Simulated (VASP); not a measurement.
# La (Fm-3m) in VASP: further runs

The runs below take La through single point, with PBE.

Program: VASP 6.6.1. These are calculated values, not measurements. Logs are shortened: lines on timing, memory, paths and dates and some standing lists are left out, and cuts for length are marked.

## Step 1: The cell of the first run

It takes space group Fm-3m (No. 225, cubic). Conventional cell: a = 5.305 Å, b = 5.305 Å, c = 5.305 Å, α = 90.00°, β = 90.00°, γ = 90.00°. La (site symmetry m-3m) has 12 La at 3.75 Å within 4.9 Å.

This isn't the form of La at room conditions, which is double hcp.

## Step 2: Single point, PBE

INCAR

```
SYSTEM = La
PREC     = Accurate       ! precision mode
ENCUT    = 500            ! plane-wave cutoff, eV
EDIFF    = 1E-6           ! SCF threshold, eV
ISMEAR   = 0              ! smearing method
SIGMA    = 0.05           ! smearing width, eV
LREAL    = .False.        ! projectors in reciprocal space
LASPH    = .True.         ! aspherical terms in the spheres
NELM     = 200            ! most SCF steps
ALGO     = Normal         ! electronic algorithm
ISIF     = 2              ! what is computed and relaxed
LWAVE    = .False.        ! write WAVECAR
LCHARG   = .True.         ! write CHGCAR
GGA      = PE             ! functional
LELF     = .True.         ! ELF
LVHAR    = .True.       
NBANDS   = 12             ! bands
GGA_COMPAT= .False.      
LMAXMIX  = 6              ! l up to which the mixer works
```

KPOINTS

```
regular mesh
0
Gamma
  12 12 12
  0 0 0
```

POSCAR

```
La
1.0
    0.0000000000      2.6525364347      2.6525364347
    2.6525364347      0.0000000000      2.6525364347
    2.6525364347      2.6525364347      0.0000000000
La
1
Direct
    0.0000000000      0.0000000000      0.0000000000
```

Potentials or basis: VASP PAW PBE potentials, release 64 (La).

Launch:

```console
$ cat potpaw_PBE.64/La/POTCAR > POTCAR
$ mpirun -np 1 vasp_std > vasp.out
```

OUTCAR:

```text
SYSTEM = La
   PREC = Accurate
   ENCUT = 500
   EDIFF = 1E-6
   ISMEAR = 0
   LREAL = .False.
   LASPH = .True.
   NELM = 200
   ISIF = 2
   GGA = PE

 ion  position               nearest neighbor table
   1  0.000  0.000  0.000-

  LATTYP: Found a face centered cubic cell.
 ALAT       =     5.3050728694

  Lattice vectors:

 A1 = (   0.0000000000,   2.6525364347,   2.6525364347)
 A2 = (   2.6525364347,   0.0000000000,   2.6525364347)
 A3 = (   2.6525364347,   2.6525364347,   0.0000000000)

Analysis of symmetry for initial positions (statically):
=====================================================================
 Subroutine PRICEL returns:
 Original cell was already a primitive cell.

 Routine SETGRP: Setting up the symmetry group for a
 face centered cubic supercell.

 Subroutine GETGRP returns: Found 48 space group operations
 (whereof 48 operations were pure point group operations)
 out of a pool of 48 trial point group operations.

The static configuration has the point symmetry O_h .

Analysis of symmetry for dynamics (positions and initial velocities):
=====================================================================
 Subroutine PRICEL returns:
 Original cell was already a primitive cell.

 Routine SETGRP: Setting up the symmetry group for a
 face centered cubic supercell.

 Subroutine GETGRP returns: Found 48 space group operations
 (whereof 48 operations were pure point group operations)
 out of a pool of 48 trial point group operations.

The dynamic configuration has the point symmetry O_h .

 Subroutine INISYM returns: Found 48 space group operations
 (whereof 48 operations are pure point group operations),
 and found     1 'primitive' translations

----------------------------------------------------------------------------------------

                                     Primitive cell

  volume of cell :      37.3262

  direct lattice vectors                    reciprocal lattice vectors
     0.000000000  2.652536435  2.652536435    -0.188498825  0.188498825  0.188498825
     2.652536435  0.000000000  2.652536435     0.188498825 -0.188498825  0.188498825
     2.652536435  2.652536435  0.000000000     0.188498825  0.188498825 -0.188498825

  length of vectors
     3.751253001  3.751253001  3.751253001     0.326489541  0.326489541  0.326489541

  position of ions in fractional coordinates (direct lattice)
     0.000000000  0.000000000  0.000000000

  ion indices of the primitive-cell ions
   primitive index   ion index
                 1           1

----------------------------------------------------------------------------------------

[... 81 lines left out ...]
   NUPDOWN=      -1.0000    fix difference up-down
   EMIN   =  10.00;   EMAX   =-10.00  energy-range for DOS
   EFERMI =   0.00;   METHOD = LEGACY
   ISMEAR =     0;   SIGMA  =   0.05  broadening in eV -4-tet -1-fermi 0-gaus
   EFERMI_NEDOS =   21; number of points for ismear=-14 and -15
   IALGO  =     38    algorithm
   IMIX   =      4    mixing-type and parameters
     AMIX     =   0.40;   BMIX     =  1.00
     AMIX_MAG =   1.60;   BMIX_MAG =  1.00
  volume/ion in A,a.u.               =      37.33       251.89
  Fermi-wavevector in a.u.,A,eV,Ry     =   1.089434  2.058732 16.148307  1.186867
  Thomas-Fermi vector in A             =   2.225637
   LORBIT       =      0    0 simple, 1 ext, 2 COOP (PROOUT), +10 PAW based schemes
   GGA     = PE    functional components
   LHFCALC =     F    Hartree Fock is set to
   AEXX    =    0.0000 exact exchange contribution
   IVDW    =     0    specifies the selected vdW correction
   LEPSILON=     F    determine dielectric tensor
   LRPA    =     F    only Hartree local field effects (RPA)
 non-spin polarized calculation
 Gauss-broadening in eV      SIGMA  =   0.05
  energy-cutoff  :      500.00
  volume of cell :       37.33
 maximum number of plane-waves:       960
   NGX = 13   NGY = 13   NGZ = 13

 number of electron      10.9999999 magnetization

 Free energy of the ion-electron system (eV)
  ---------------------------------------------------
  ext. energy  EPLUGINS =         0.00000000
  ---------------------------------------------------
  free energy    TOTEN  =        -4.88338945 eV

  energy without entropy =       -4.88114086  energy(sigma->0) =       -4.88226515

 E-fermi :   7.7984     XC(G=0):  -9.5388

 val. band max:        7.7783994306   @ k =   0.5000   0.2500   0.0833
 cond. band min:       7.8002406726   @ k =  -0.1667   0.2500   0.0833
 fundamental gap:      0.0218412420
 Fermi energy:         7.7983846303

 k-point     1 :       0.0000    0.0000    0.0000
  band No.  band energies     occupation
      1     -25.0486      2.00000
      2      -8.0528      2.00000
      3      -8.0528      2.00000
      4      -8.0528      2.00000
      5       4.6362      2.00000
      6       9.1223      0.00000
      7       9.3047      0.00000
      8       9.3047      0.00000
      9       9.3047      0.00000
     10       9.6128      0.00000
     11       9.6128      0.00000
     12       9.6128      0.00000
[... 331 lines left out ...]
 k-point    24 :      -0.4167    0.1667    0.0000
  band No.  band energies     occupation
      1     -24.8378      2.00000
      2      -9.2948      2.00000
      3      -8.4911      2.00000
      4      -8.2781      2.00000
      5       6.7623      2.00000
      6       8.0030      0.00000
      7       9.3206      0.00000
      8       9.3653      0.00000
      9       9.5823      0.00000
     10       9.6348      0.00000
     11       9.8770      0.00000
     12      10.0728      0.00000

 [... further k-points ...]

------------------------ aborting loop because EDIFF is reached ----------------------------------------

  FORCE on cell =-STRESS in cart. coord.  units (eV):
  Direction    XX          YY          ZZ          XY          YZ          ZX
  --------------------------------------------------------------------------------------
  -------------------------------------------------------------------------------------
  Total       -0.1019316     -0.1019316     -0.1019316      0.0000000      0.0000000     -0.0000000
  in kB       -4.3752741     -4.3752741     -4.3752741      0.0000000      0.0000000     -0.0000000
  external PRESSURE =      -4.3752741 kB  Pullay stress =       0.0000000 kB

 VOLUME and BASIS-vectors are now :
 -----------------------------------------------------------------------------
  energy-cutoff  :      500.00
  volume of cell :       37.33
      direct lattice vectors                 reciprocal lattice vectors
     0.000000000  2.652536435  2.652536435    -0.188498825  0.188498825  0.188498825
     2.652536435  0.000000000  2.652536435     0.188498825 -0.188498825  0.188498825
     2.652536435  2.652536435  0.000000000     0.188498825  0.188498825 -0.188498825

 POSITION                                       TOTAL-FORCE (eV/Angst)
 -----------------------------------------------------------------------------------
      0.00000      0.00000      0.00000        -0.000000     -0.000000     -0.000000
 -----------------------------------------------------------------------------------
    total drift:                               -0.000000      0.000000     -0.000000

  FREE ENERGIE OF THE ION-ELECTRON SYSTEM (eV)
  ---------------------------------------------------
  free  energy   TOTEN  =        -4.8833894464 eV

  energy  without entropy=       -4.8811408601  energy(sigma->0) =       -4.88226515
```

stdout:

```text
POSCAR found type information on POSCAR La
 POSCAR found :  1 types and       1 ions
 scaLAPACK will be used
 LDA part: xc-table for (Slater+PW92), standard interpolation
 POSCAR, INCAR and KPOINTS ok, starting setup
 FFT: planning ... GRIDC
 FFT: planning ... GRID_SOFT
 FFT: planning ... GRID
 WAVECAR not read
 entering main loop
```

Run time: 59 s. Hardware: 1 thread of Intel Xeon 8259CL, shared host; peak memory 0.16 GiB.

What came out:

* Free energy: -4.8834 eV
* Pressure: -0.4 GPa
* Band gap on the k mesh: zero (an odd number of electrons rules out a gap without spin polarisation)

Caveat: spin-orbit coupling is left out, which moves the levels of the heavy elements.

## Step 3: Single point, PBE (37.18 Å³/atom)

This run uses another cell than the first one, of 37.18 Å³/atom.

INCAR

```
SYSTEM = La
PREC = Accurate
ENCUT = 500
EDIFF = 1E-6
ISMEAR = 0
SIGMA = 0.05
LREAL = .False.
LASPH = .True.
NELM = 200
ALGO = Normal
ISIF = 2
LWAVE = .False.
LCHARG = .True.
GGA = PE
LELF = .True.
LVHAR = .True.
NBANDS = 12
GGA_COMPAT = .False.
LMAXMIX = 6
```

KPOINTS is that of step 2.

POSCAR

```
La
1.0
    0.0000000000      2.6489949933      2.6489949933
    2.6489949933      0.0000000000      2.6489949933
    2.6489949933      2.6489949933      0.0000000000
La
1
Direct
    0.0000000000      0.0000000000      0.0000000000
```

Potentials or basis: VASP PAW PBE potentials, release 64 (La).

Launch:

```console
$ cat potpaw_PBE.64/La/POTCAR > POTCAR
$ mpirun -np 1 vasp_std > vasp.out
```

It took 63 s on 1 thread of Intel Xeon 8259CL, shared host; peak memory 0.16 GiB.

The run converged. Its results:

```
Free energy            : -4.8837 eV
Pressure               : -0.3 GPa
Band gap on the k mesh : zero (an odd number of electrons rules out a gap without spin polarisation)
```

Levels at points of the mesh, in eV from the Fermi level:
| k point | band 3 | band 4 | band 5 | band 6 | band 7 | band 8 |
| --- | --- | --- | --- | --- | --- | --- |
| (0.00, 0.00, 0.00) | -15.84 | -15.84 | -3.16 | 1.33 | 1.51 | 1.51 |
| (0.50, 0.00, 0.00) | -16.01 | -16.01 | -1.69 | 1.30 | 1.30 | 1.35 |
| (0.50, 0.50, 0.00) | -16.33 | -16.33 | -1.95 | -1.36 | 1.91 | 1.91 |

Caveat: spin-orbit coupling is left out, which moves the levels of the heavy elements.

The gap in the log of VASP goes by the Fermi energy; the results here count the filled bands.